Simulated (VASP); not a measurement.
Ni2GeO: single point with PBE

The system is Ni2GeO.

```
Ni Ge O
1.0
     2.97662    0.00000    0.00000
    -1.48831    2.57783    0.00000
     0.00000    0.00000    5.89950
Ni Ge O
2 1 1
Direct
  0.66667 0.33333 0.78020
  0.66667 0.33333 0.21980
  0.33333 0.66667 0.50000
  0.00000 0.00000 0.00000
```

The cell was generated, and may not be a known phase.

| Item | Value |
| --- | --- |
| Program | VASP 6.6.1 |
| Task | single point |
| Functional | PBE |
| Potentials or basis | VASP PAW PBE potentials, release 64 (Ni_sv_GW, Ge_d, O_h) |
| Cutoff | 1340 eV |
| k mesh | 5 × 5 × 3 |
| Occupations | gaussian, width 0.15 eV |
| Spin | collinear spin, ferromagnetic start |
| Starting moments | [2.0, 2.0, 0.0, 0.0] μB |

| Quantity | Value |
| --- | --- |
| Pressure | 0.3 GPa |
| Largest force | 0.013 eV/Å |
| Band gap on the k mesh | zero (filled and empty bands overlap) |
| Net moment | 0.00 μB per cell |
| Valence electrons inside the program's atomic spheres | Ni 16.31; Ge 12.48; O 3.30 |

Forces on the atoms (eV/Å):
```
Ni   0.000  0.000  0.013
Ni   0.000  0.000 -0.013
Ge   0.000  0.000  0.000
O    0.000  0.000  0.000
```

Stress tensor (GPa, compression positive):
```
0.22 0.00 0.00
0.00 0.22 0.00
0.00 0.00 0.33
```

Levels at points of the mesh, in eV from the Fermi level:
Spin up:
| k point | band 25 | band 26 | band 27 | band 28 | band 29 | band 30 | band 31 | band 32 |
| --- | --- | --- | --- | --- | --- | --- | --- | --- |
| (0.00, 0.00, 0.00) | -1.19 | -1.19 | -0.83 | -0.14 | -0.14 | 2.34 | 7.93 | 7.93 |
Spin down:
```
           k point  band 25  band 26  band 27  band 28  band 29  band 30  band 31  band 32
(0.00, 0.00, 0.00)    -1.19    -1.19    -0.83    -0.14    -0.14     2.34     7.93     7.93
```

Run time: 2.9 min on 1 thread of Intel(R) Xeon(R) 6975P-C (Granite Rapids), with other jobs on the host, peak memory 0.44 GiB.

Caveat: the k points lie up to 0.49 Å⁻¹ apart; the moments typed at the start vanished in this run. With open d or f shells a metallic result of PBE can be an artefact of self-interaction; +U or a hybrid may open a gap.
